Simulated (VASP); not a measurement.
# Ru (Pm-3m) in VASP: a series of runs

Runs on Ru. Level: PBEsol. Tasks: single point.

Everything below comes from runs of VASP 6.6.1. Logs are shortened: lines on timing, memory, paths and dates and some standing lists are left out, and cuts for length are marked.

## (1) The cell of the first run

Symmetry: Pm-3m, No. 221, cubic system. Conventional cell: a = 2.481 Å, b = 2.481 Å, c = 2.481 Å, α = 90.00°, β = 90.00°, γ = 90.00°. Within 3.3 Å of Ru (site symmetry m-3m) lie 6 Ru at 2.48 Å.

## (2) Single point, PBEsol

Contents of INCAR:

```
  ALGO = Normal
  EDIFF = 1E-6
  ENCUT = 520
  GGA = PS
  ISIF = 2
  ISMEAR = -1
  LASPH = True
  LCHARG = True
  LELF = True
  LREAL = False
  LVHAR = True
  LWAVE = False
  NBANDS = 13
  NELM = 100
  PREC = Accurate
  SIGMA = 0.1
```

Contents of KPOINTS:

```
k-points
0
Gamma
  13 13 13
```

Contents of POSCAR:

```
Ru
1.0
    2.4809936697      0.0000000000      0.0000000000
    0.0000000000      2.4809936697      0.0000000000
    0.0000000000      0.0000000000      2.4809936697
Ru
1
Direct
    0.0000000000      0.0000000000      0.0000000000
```

Potentials or basis: VASP PAW PBE potentials, release 64 (Ru_pv).

Launch:

```bash
$ cat potpaw_PBE.64/Ru_pv/POTCAR > POTCAR
$ mpirun -np 1 vasp_std > vasp.out
```

OUTCAR:

```text
EDIFF = 1E-6
   ENCUT = 520
   GGA = PS
   ISIF = 2
   ISMEAR = -1
   LASPH = True
   LREAL = False
   NELM = 100
   PREC = Accurate

 ion  position               nearest neighbor table
   1  0.000  0.000  0.000-

  LATTYP: Found a simple cubic cell.
 ALAT       =     2.4809936697

  Lattice vectors:

 A1 = (   2.4809936697,   0.0000000000,   0.0000000000)
 A2 = (   0.0000000000,   2.4809936697,   0.0000000000)
 A3 = (   0.0000000000,   0.0000000000,   2.4809936697)

Analysis of symmetry for initial positions (statically):
=====================================================================
 Subroutine PRICEL returns:
 Original cell was already a primitive cell.

 Routine SETGRP: Setting up the symmetry group for a
 simple cubic supercell.

 Subroutine GETGRP returns: Found 48 space group operations
 (whereof 48 operations were pure point group operations)
 out of a pool of 48 trial point group operations.

The static configuration has the point symmetry O_h .

Analysis of symmetry for dynamics (positions and initial velocities):
=====================================================================
 Subroutine PRICEL returns:
 Original cell was already a primitive cell.

 Routine SETGRP: Setting up the symmetry group for a
 simple cubic supercell.

 Subroutine GETGRP returns: Found 48 space group operations
 (whereof 48 operations were pure point group operations)
 out of a pool of 48 trial point group operations.

The dynamic configuration has the point symmetry O_h .

 Subroutine INISYM returns: Found 48 space group operations
 (whereof 48 operations are pure point group operations),
 and found     1 'primitive' translations

----------------------------------------------------------------------------------------

                                     Primitive cell

  volume of cell :      15.2713

  direct lattice vectors                    reciprocal lattice vectors
     2.480993670  0.000000000  0.000000000     0.403064309  0.000000000  0.000000000
     0.000000000  2.480993670  0.000000000     0.000000000  0.403064309  0.000000000
     0.000000000  0.000000000  2.480993670     0.000000000  0.000000000  0.403064309

  length of vectors
     2.480993670  2.480993670  2.480993670     0.403064309  0.403064309  0.403064309

  position of ions in fractional coordinates (direct lattice)
     0.000000000  0.000000000  0.000000000

  ion indices of the primitive-cell ions
   primitive index   ion index
                 1           1

[... 78 lines left out ...]
   ISYM   =      2    0-nonsym 1-usesym 2-fastsym
   POTIM  = 0.5000    time-step for ionic-motion
   TEBEG  =    0.0;   TEEND  =   0.0 temperature during run
   PSTRESS=    0.0 pullay stress
   NELECT =      14.0000    total number of electrons
   NUPDOWN=      -1.0000    fix difference up-down
   EMIN   =  10.00;   EMAX   =-10.00  energy-range for DOS
   EFERMI =   0.00;   METHOD = LEGACY
   ISMEAR =    -1;   SIGMA  =   0.10  broadening in eV -4-tet -1-fermi 0-gaus
   EFERMI_NEDOS =   21; number of points for ismear=-14 and -15
   IALGO  =     38    algorithm
   IMIX   =      4    mixing-type and parameters
     AMIX     =   0.40;   BMIX     =  1.00
     AMIX_MAG =   1.60;   BMIX_MAG =  1.00
  volume/ion in A,a.u.               =      15.27       103.06
  Fermi-wavevector in a.u.,A,eV,Ry     =   1.590347  3.005320 34.411897  2.529203
  Thomas-Fermi vector in A             =   2.689056
   LORBIT       =      0    0 simple, 1 ext, 2 COOP (PROOUT), +10 PAW based schemes
   GGA     = PS    functional components
   LHFCALC =     F    Hartree Fock is set to
   AEXX    =    0.0000 exact exchange contribution
   IVDW    =     0    specifies the selected vdW correction
   LEPSILON=     F    determine dielectric tensor
   LRPA    =     F    only Hartree local field effects (RPA)
 non-spin polarized calculation
  energy-cutoff  :      520.00
  volume of cell :       15.27
 maximum number of plane-waves:       437
   NGX =  9   NGY =  9   NGZ =  9

 number of electron      13.9999994 magnetization

 Free energy of the ion-electron system (eV)
  ---------------------------------------------------
  ext. energy  EPLUGINS =         0.00000000
  ---------------------------------------------------
  free energy    TOTEN  =        -8.96662412 eV

  energy without entropy =       -8.92212235  energy(sigma->0) =       -8.94437324

 E-fermi :  10.9302     XC(G=0): -13.4101

 val. band max:       10.9170856771   @ k =   0.4615   0.2308   0.2308
 cond. band min:      10.9538353799   @ k =   0.3077   0.2308   0.0000
 fundamental gap:      0.0367497028
 Fermi energy:        10.9302331864

 k-point     1 :       0.0000    0.0000    0.0000
  band No.  band energies     occupation
      1     -31.4374      2.00000
      2     -31.4374      2.00000
      3     -31.4374      2.00000
      4       3.5183      2.00000
      5       5.3297      2.00000
      6       5.3297      2.00000
      7      12.6599      0.00000
      8      12.6599      0.00000
      9      12.6599      0.00000
     10      21.6824      0.00000
     11      27.7805      0.00000
     12      27.7805      0.00000
     13      27.7805      0.00000
[... 354 lines left out ...]
  band No.  band energies     occupation
      1     -32.3706      2.00000
      2     -32.1238      2.00000
      3     -31.2765      2.00000
      4       5.7952      2.00000
      5       6.6999      2.00000
      6      10.4817      1.97771
      7      10.5153      1.96895
      8      11.0874      0.34404
      9      13.1399      0.00000
     10      20.0195      0.00000
     11      21.6818      0.00000
     12      25.5929      0.00000
     13      29.3631      0.00000

 [... further k-points ...]

------------------------ aborting loop because EDIFF is reached ----------------------------------------

  FORCE on cell =-STRESS in cart. coord.  units (eV):
  Direction    XX          YY          ZZ          XY          YZ          ZX
  --------------------------------------------------------------------------------------
  -------------------------------------------------------------------------------------
  Total        0.0149865      0.0149865      0.0149865      0.0000000      0.0000000      0.0000000
  in kB        1.5722892      1.5722892      1.5722892      0.0000000      0.0000000      0.0000000
  external PRESSURE =       1.5722892 kB  Pullay stress =       0.0000000 kB

 VOLUME and BASIS-vectors are now :
 -----------------------------------------------------------------------------
  energy-cutoff  :      520.00
  volume of cell :       15.27
      direct lattice vectors                 reciprocal lattice vectors
     2.480993670  0.000000000  0.000000000     0.403064309  0.000000000  0.000000000
     0.000000000  2.480993670  0.000000000     0.000000000  0.403064309  0.000000000
     0.000000000  0.000000000  2.480993670     0.000000000  0.000000000  0.403064309

 POSITION                                       TOTAL-FORCE (eV/Angst)
 -----------------------------------------------------------------------------------
      0.00000      0.00000      0.00000         0.000000      0.000000      0.000000
 -----------------------------------------------------------------------------------
    total drift:                                0.000000      0.000000      0.000000

  FREE ENERGIE OF THE ION-ELECTRON SYSTEM (eV)
  ---------------------------------------------------
  free  energy   TOTEN  =        -8.9666241211 eV

  energy  without entropy=       -8.9221223545  energy(sigma->0) =       -8.94437324
```

stdout:

```text
POSCAR found type information on POSCAR Ru
 POSCAR found :  1 types and       1 ions
 scaLAPACK will be used
 -----------------------------------------------------------------------------
|                                                                             |
|                                                                             |
|     You enforced a specific xc type in the INCAR file but a different       |
|     I HOPE YOU KNOW WHAT YOU ARE DOING!                                     |
|                                                                             |
 -----------------------------------------------------------------------------

 LDA part: xc-table for (Slater+PW92), standard interpolation
 POSCAR, INCAR and KPOINTS ok, starting setup
 FFT: planning ... GRIDC
 FFT: planning ... GRID_SOFT
 FFT: planning ... GRID
 WAVECAR not read
 entering main loop
```

Run time: 8.6 s. Hardware: 1 thread of Intel Xeon 6975P-C, shared host; peak memory 0.13 GiB.

Results:

```
Free energy            : -8.9666 eV
Pressure               : 0.2 GPa
Band gap on the k mesh : zero (band 7 reaches 14.58 eV, above the bottom of band 8 at 9.94 eV)
```

Caveat: the PAW data sets were made with another functional, which shifts forces and pressure a little.

## (3) Single point, PBEsol (volume scaled by 0.88)

Contents of INCAR:

```
  PREC = Accurate
  ENCUT = 520
  EDIFF = 1E-6
  ISMEAR = -1
  SIGMA = 0.1
  LREAL = False
  LASPH = True
  NELM = 60
  ALGO = Normal
  ISIF = 2
  LWAVE = False
  LCHARG = True
  GGA = PS
  LELF = True
  LVHAR = True
  NBANDS = 13
```

Contents of KPOINTS:

```
Automatic mesh
0
Gamma
  14 14 14
```

Contents of POSCAR:

```
Ru
1.0
    2.3774964669      0.0000000000      0.0000000000
    0.0000000000      2.3774964669      0.0000000000
    0.0000000000      0.0000000000      2.3774964669
Ru
1
Direct
    0.0000000000      0.0000000000      0.0000000000
```

Potentials or basis: VASP PAW PBE potentials, release 64 (Ru_pv).

Launch:

```bash
$ cat potpaw_PBE.64/Ru_pv/POTCAR > POTCAR
$ mpirun -np 1 vasp_std > vasp.out
```

It took 13 s on 1 thread of Intel Xeon 6975P-C, shared host; peak memory 0.13 GiB.

It converged, with:

* Free energy: -8.7425 eV
* Pressure: 43.3 GPa
* Band gap on the k mesh: zero (band 7 reaches 18.00 eV, above the bottom of band 8 at 12.25 eV)

Levels at points of the mesh, in eV from the Fermi level:
```csv
k point,band 3,band 4,band 5,band 6,band 7,band 8,band 9,band 10,band 11,band 12
"(0.00, 0.00, 0.00)",-42.43,-8.20,-6.67,-6.67,2.12,2.12,2.12,10.64,17.84,17.84
"(0.50, 0.00, 0.00)",-42.27,-5.71,-5.23,-1.31,-1.31,-0.56,2.46,9.00,10.65,16.45
"(0.50, 0.50, 0.00)",-42.12,-7.73,-4.35,-0.62,-0.62,4.56,6.25,6.25,10.64,15.24
"(0.50, 0.50, 0.50)",-43.69,-6.03,-6.03,-6.03,4.80,4.80,8.53,10.64,14.64,14.64
```

Caveat: the PAW data sets were made with another functional, which shifts forces and pressure a little.

## (4) Single point, PBEsol (volume scaled by 0.92)

Contents of INCAR:

```
PREC     = Accurate       # precision mode
ENCUT    = 520            # plane-wave cutoff, eV
EDIFF    = 1E-7           # SCF threshold, eV
ISMEAR   = -1             # smearing method
SIGMA    = 0.1            # smearing width, eV
LREAL    = F              # projectors in reciprocal space
LASPH    = T              # aspherical terms in the spheres
NELM     = 100            # most SCF steps
ALGO     = Normal         # electronic algorithm
ISIF     = 2              # what is computed and relaxed
LWAVE    = F              # write WAVECAR
LCHARG   = F              # write CHGCAR
GGA      = PS             # functional
NBANDS   = 13             # bands
```

Contents of KPOINTS:

```
regular mesh
0
Gamma
  14 14 14
```

Contents of POSCAR:

```
Ru
1.0
    2.4129867211      0.0000000000      0.0000000000
    0.0000000000      2.4129867211      0.0000000000
    0.0000000000      0.0000000000      2.4129867211
Ru
1
Direct
    0.0000000000      0.0000000000      0.0000000000
```

Potentials or basis: VASP PAW PBE potentials, release 64 (Ru_pv).

Launch:

```bash
$ cat potpaw_PBE.64/Ru_pv/POTCAR > POTCAR
$ mpirun -np 1 vasp_std > vasp.out
```

OUTCAR:

```text
PREC = Accurate
   ENCUT = 520
   EDIFF = 1E-7
   ISMEAR = -1
   LREAL = F
   LASPH = T
   NELM = 100
   ISIF = 2
   GGA = PS

 ion  position               nearest neighbor table
   1  0.000  0.000  0.000-

  LATTYP: Found a simple cubic cell.
 ALAT       =     2.4129867211

  Lattice vectors:

 A1 = (   2.4129867211,   0.0000000000,   0.0000000000)
 A2 = (   0.0000000000,   2.4129867211,   0.0000000000)
 A3 = (   0.0000000000,   0.0000000000,   2.4129867211)

Analysis of symmetry for initial positions (statically):
=====================================================================
 Subroutine PRICEL returns:
 Original cell was already a primitive cell.

 Routine SETGRP: Setting up the symmetry group for a
 simple cubic supercell.

 Subroutine GETGRP returns: Found 48 space group operations
 (whereof 48 operations were pure point group operations)
 out of a pool of 48 trial point group operations.

The static configuration has the point symmetry O_h .

Analysis of symmetry for dynamics (positions and initial velocities):
=====================================================================
 Subroutine PRICEL returns:
[... 168 lines left out ...]
      5       6.1105      2.00000
      6       6.1105      2.00000
      7      14.3635      0.00000
      8      14.3635      0.00000
      9      14.3635      0.00000
     10      23.0651      0.00000
     11      29.8747      0.00000
     12      29.8747      0.00000
     13      29.8747      0.00000
[... 354 lines left out ...]
  band No.  band energies     occupation
      1     -31.1888      2.00000
      2     -30.4966      2.00000
      3     -29.8564      2.00000
      4       7.1564      2.00000
      5       7.8073      2.00000
      6       9.7666      2.00000
      7      11.8905      1.98581
      8      13.2891      0.00024
      9      13.3376      0.00015
     10      22.6487      0.00000
     11      23.0735      0.00000
     12      28.9453      0.00000
     13      31.9254      0.00000

 [... further k-points ...]

------------------------ aborting loop because EDIFF is reached ----------------------------------------

  FORCE on cell =-STRESS in cart. coord.  units (eV):
  Direction    XX          YY          ZZ          XY          YZ          ZX
  --------------------------------------------------------------------------------------
  -------------------------------------------------------------------------------------
  Total        2.2473574      2.2473574      2.2473574      0.0000000     -0.0000000      0.0000000
  in kB      256.2819026    256.2819026    256.2819026      0.0000000     -0.0000000      0.0000000
  external PRESSURE =     256.2819026 kB  Pullay stress =       0.0000000 kB

 VOLUME and BASIS-vectors are now :
 -----------------------------------------------------------------------------
  energy-cutoff  :      520.00
  volume of cell :       14.05
      direct lattice vectors                 reciprocal lattice vectors
     2.412986721  0.000000000  0.000000000     0.414424162  0.000000000  0.000000000
     0.000000000  2.412986721  0.000000000     0.000000000  0.414424162  0.000000000
     0.000000000  0.000000000  2.412986721     0.000000000  0.000000000  0.414424162

 POSITION                                       TOTAL-FORCE (eV/Angst)
 -----------------------------------------------------------------------------------
      0.00000      0.00000      0.00000         0.000000      0.000000      0.000000
 -----------------------------------------------------------------------------------
    total drift:                                0.000000      0.000000      0.000000

  FREE ENERGIE OF THE ION-ELECTRON SYSTEM (eV)
  ---------------------------------------------------
  free  energy   TOTEN  =        -8.8731300231 eV

  energy  without entropy=       -8.8287182296  energy(sigma->0) =       -8.85092413
```

Run time: 13 s. Hardware: 1 thread of Intel Xeon 6975P-C, shared host; peak memory 0.13 GiB.

Results:

| Quantity | Value |
| --- | --- |
| Free energy | -8.8731 eV |
| Pressure | 25.6 GPa |
| Band gap on the k mesh | zero (band 7 reaches 16.86 eV, above the bottom of band 8 at 11.52 eV) |

Levels at points of the mesh, in eV from the Fermi level:
| k point | band 4 | band 5 | band 6 | band 7 | band 8 | band 9 | band 10 | band 11 |
| --- | --- | --- | --- | --- | --- | --- | --- | --- |
| (0.00, 0.00, 0.00) | -7.92 | -6.27 | -6.27 | 1.98 | 1.98 | 1.98 | 10.68 | 17.49 |
| (0.50, 0.00, 0.00) | -5.38 | -5.02 | -1.21 | -1.21 | -0.49 | 2.30 | 8.51 | 10.68 |
| (0.50, 0.50, 0.00) | -7.24 | -4.13 | -0.57 | -0.57 | 4.27 | 6.06 | 6.06 | 10.68 |
| (0.50, 0.50, 0.50) | -5.64 | -5.64 | -5.64 | 4.48 | 4.48 | 8.72 | 10.68 | 14.02 |

Caveat: the PAW data sets were made with another functional, which shifts forces and pressure a little.

## (5) Single point, PBEsol (volume scaled by 0.96)

Contents of INCAR:

```
PREC = Accurate
ENCUT = 520
EDIFF = 1E-7
ISMEAR = -1
SIGMA = 0.1
LREAL = F
LASPH = T
NELM = 80
ALGO = Normal
ISIF = 2
LWAVE = F
LCHARG = T
GGA = PS
LELF = T
LVHAR = T
NBANDS = 13
```

KPOINTS is that of step 4.

Contents of POSCAR:

```
Ru
1.0
    2.4474626179      0.0000000000      0.0000000000
    0.0000000000      2.4474626179      0.0000000000
    0.0000000000      0.0000000000      2.4474626179
Ru
1
Direct
    0.0000000000      0.0000000000      0.0000000000
```

Launch:

```bash
$ cat potpaw_PBE.64/Ru_pv/POTCAR > POTCAR
$ mpirun -np 1 vasp_std > vasp.out
```

It took 13 s on 1 thread of Intel Xeon 6975P-C, shared host; peak memory 0.13 GiB.

It converged, with:

| Property | Result |
| --- | --- |
| Free energy | -8.9435 eV |
| Pressure | 11.6 GPa |
| Band gap on the k mesh | zero (band 7 reaches 15.82 eV, above the bottom of band 8 at 10.81 eV) |

Levels at points of the mesh, in eV from the Fermi level:
| k point | band 3 | band 4 | band 5 | band 6 | band 7 | band 8 | band 9 | band 10 | band 11 | band 12 |
| --- | --- | --- | --- | --- | --- | --- | --- | --- | --- | --- |
| (0.00, 0.00, 0.00) | -42.38 | -7.66 | -5.92 | -5.92 | 1.85 | 1.85 | 1.85 | 10.72 | 17.16 | 17.16 |
| (0.50, 0.00, 0.00) | -42.26 | -5.08 | -4.82 | -1.12 | -1.12 | -0.42 | 2.15 | 8.07 | 10.72 | 16.44 |
| (0.50, 0.50, 0.00) | -42.15 | -6.80 | -3.94 | -0.53 | -0.53 | 4.00 | 5.89 | 5.89 | 10.72 | 14.46 |
| (0.50, 0.50, 0.50) | -43.36 | -5.29 | -5.29 | -5.29 | 4.19 | 4.19 | 8.89 | 10.72 | 13.47 | 13.47 |

Caveat: the PAW data sets were made with another functional, which shifts forces and pressure a little.

## (6) The runs side by side

| cell | k mesh | gap on the mesh (eV) | pressure (GPa) |
| --- | --- | --- | --- |
| a = 2.481 Å, 1 atom | 13 × 13 × 13 | none | 0.2 |
| a = 2.377 Å, 1 atom | 14 × 14 × 14 | none | 43.3 |
| a = 2.413 Å, 1 atom | 14 × 14 × 14 | none | 25.6 |
| a = 2.447 Å, 1 atom | 14 × 14 × 14 | none | 11.6 |

Alike in all rows: task single point; level PBEsol; potentials or basis VASP PAW PBE potentials, release 64 (Ru_pv); no spin polarisation; cutoff (eV) 520; smearing fermi-dirac 0.1 eV.

Caveats: the PAW data sets were made with another functional, which shifts forces and pressure a little.

Absolute energies hang on the potentials; compare differences alone.
